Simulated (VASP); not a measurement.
A run of VASP 6.6.1 is set up as follows.

INCAR

```
SYSTEM = ZrB2
  PREC = Accurate
  ENCUT = 520
  EDIFF = 1E-8
  ISMEAR = -1
  SIGMA = 0.05
  LREAL = .False.
  LASPH = .True.
  NELM = 60
  ALGO = Normal
  ISIF = 2
  LWAVE = .False.
  LCHARG = .False.
  GGA = CA
  LEFG = .True.
  NBANDS = 16
```

The input KPOINTS:

```
Automatic mesh
0
Gamma
  12 12 9
  0 0 0
```

The input POSCAR:

```
ZrB2
1.0
    3.2066493363      0.0000000000      0.0000000000
   -1.6033246682      2.7770397863      0.0000000000
    0.0000000000      0.0000000000      3.5663211014
Zr B
1 2
Direct
    0.0000000000      0.0000000000      0.0000000000
    0.3333333333      0.6666666667      0.5000000000
    0.6666666667      0.3333333333      0.5000000000
```

Potentials or basis: VASP PAW LDA potentials, release 64 (Zr_sv, B).

Command:

```console
$ cat potpaw_LDA.64/Zr_sv/POTCAR potpaw_LDA.64/B/POTCAR > POTCAR
$ mpirun -np 1 vasp_std > vasp.out
```

What does it give for the band gap on the k mesh?

Zero (band 9 reaches 10.80 eV, above the bottom of band 10 at 9.59 eV).

Predict the pressure.

-15.3 GPa.

Electric field gradients, principal values (V/Å²):
| atom | least | middle | greatest (by size) |
| --- | --- | --- | --- |
| 1 Zr | -22.136 | -22.136 | 44.272 |
| 2 B | -0.878 | -0.878 | 1.757 |
| 3 B | -0.878 | -0.878 | 1.757 |

Caveat: without QUAD_EFG the Cq values of the log hold for a quadrupole moment of 1 mb, not for the nuclei.
